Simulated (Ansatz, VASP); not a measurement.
**One calculation of P, two programs**

```
P
1.0
    -1.75917    2.61577    1.93330
     1.75917   -2.61577    1.93330
     1.75917    2.61577   -1.93330
P
2
Direct
  0.80331 0.05331 0.75000
  0.19669 0.94669 0.25000
```

Change from the starting cell: strain +0.040 along x and y, +0.040 along z, atoms carried along.

Alike in both runs: task single point; functional PBEsol; k mesh 18 × 18 × 18; occupations gaussian, width 0.15 eV; no spin polarisation.

|  | VASP | Ansatz |
| --- | --- | --- |
| version | VASP 6.6.1 | Ansatz 0.2.0 |
| potentials or method | VASP PAW PBE potentials, release 64 (P), cutoff 520 eV | scalar-relativistic, plane waves, PAW |
| valence electrons in the cell | 10 | 10 |

|  | VASP | Ansatz | Ansatz less VASP |
| --- | --- | --- | --- |
| gap on the k mesh at the Fermi level (eV) | none | none | - |
| pressure (GPa) | -10.0 | -10.0 | -0.01 |
| traceless stress, the component that is largest in VASP (GPa) | -1.33 | -1.23 | +0.099 |
| rms of the force components (eV/Å) | 0.221 | 0.205 | -0.0157 |

VASP's potentials were made for PBE, not for PBEsol. Atom by atom the forces differ by 0.016 eV/Å (rms over components). A gap of «none» marks a metal or a gap that the smearing closes.
